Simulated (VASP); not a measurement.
The system is C.

```
C
1.0
     3.63500    0.00000    0.00000
     2.80526    2.31165    0.00000
     2.80526    1.00691    2.08083
C
2
Direct
  0.83600 0.83600 0.83600
  0.16400 0.16400 0.16400
```

- Program: VASP 6.6.1
- Task: relaxation of cell and atoms
- Functional: PBE
- Potentials or basis: VASP PAW PBE potentials, release 64 (C_h)
- Cutoff: 910 eV
- k mesh: 12 × 12 × 12
- Occupations: fermi-dirac, width 0.05 eV
- Spin: no spin polarisation

At the start: pressure 4.0 GPa; volume 8.74 Å³/atom.

Problem. Where does the relaxation end?

Solution. Over 10 steps the energy falls by 19.0 meV/atom and the volume is 9.59 Å³/atom (+9.7 %); space group R-3m (No. 166, to 0.1 Å) before and after.

The path:
| step | energy change (eV) | largest force (eV/Å) | pressure (GPa) | volume (Å³) |
| --- | --- | --- | --- | --- |
| 1 | 0.0000 | 0.8598 | 3.97 | 17.48 |
| 2 | -0.0085 | 0.5195 | -5.89 | 18.04 |
| 3 | -0.0239 | 0.0934 | -1.57 | 17.79 |
| 4 | -0.0234 | 0.2260 | 4.78 | 17.66 |
| 5 | -0.0265 | 0.0616 | 1.46 | 17.73 |
| 6 | -0.0289 | 0.0492 | 1.31 | 17.87 |
| 7 | -0.0341 | 0.0117 | 0.94 | 18.29 |
| 8 | -0.0380 | 0.0646 | 0.25 | 19.14 |
| 9 | -0.0366 | 0.1670 | -1.68 | 19.33 |
| 10 | -0.0381 | 0.0115 | -0.18 | 19.18 |

Final structure:
```
C
1.0
     3.90943    0.09333    0.05852
     3.07639    2.41415    0.05852
     3.07639    1.10424    2.14760
C
2
Direct
  0.83340 0.83340 0.83340
  0.16660 0.16660 0.16660
```

Caveat: the cutoff is under 1.25 times the usual one of these potentials, so pressure, stress and relaxed cells hold a basis-set (Pulay) error; this functional lacks dispersion, which binds the layers, so the pressure and a relaxed spacing across them are unreliable.
